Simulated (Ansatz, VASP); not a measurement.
Two plane-wave programs on Ta2Ti

```
CELL_PARAMETERS angstrom
4.65851 0.00000 0.00000
0.00000 8.36880 0.00000
0.00000 0.00000 2.78337
ATOMIC_POSITIONS crystal
Ti 0.00000 0.00000 0.00000
Ti 0.50000 0.50000 0.50000
Ta 0.00001 0.33299 0.00000
Ta 0.99999 0.66701 0.00000
Ta 0.50001 0.16701 0.50000
Ta 0.49999 0.83299 0.50000
```

Alike in both runs: functional PBE; k mesh 4 × 4 × 6; occupations gaussian, width 0.1 eV; no spin polarisation.

Ansatz relaxed the structure, and its values are those at the end. VASP's run is a single point on that final structure, the one shown.

|  | VASP | Ansatz |
| --- | --- | --- |
| version | VASP 6.6.1 | Ansatz 0.2.0 |
| potentials or method | VASP PAW PBE potentials, release 64 (Ti_sv, Ta_pv), cutoff 520 eV | scalar-relativistic, plane waves, PAW |
| valence electrons in the cell | 68 | 76 |

|  | VASP | Ansatz | Ansatz less VASP |
| --- | --- | --- | --- |
| gap on the k mesh at the Fermi level (eV) | none | none | - |
| pressure (GPa) | 0.0 | 0.0 | +0.03 |

A gap of «none» marks a metal or a gap that the smearing closes. VASP's potentials hold 68 valence electrons a cell and Ansatz's 76, so a difference there can come from the potentials and not from the codes.

The k mesh is coarse, so the values compare programs but aren't converged. Spin-orbit coupling is off throughout.
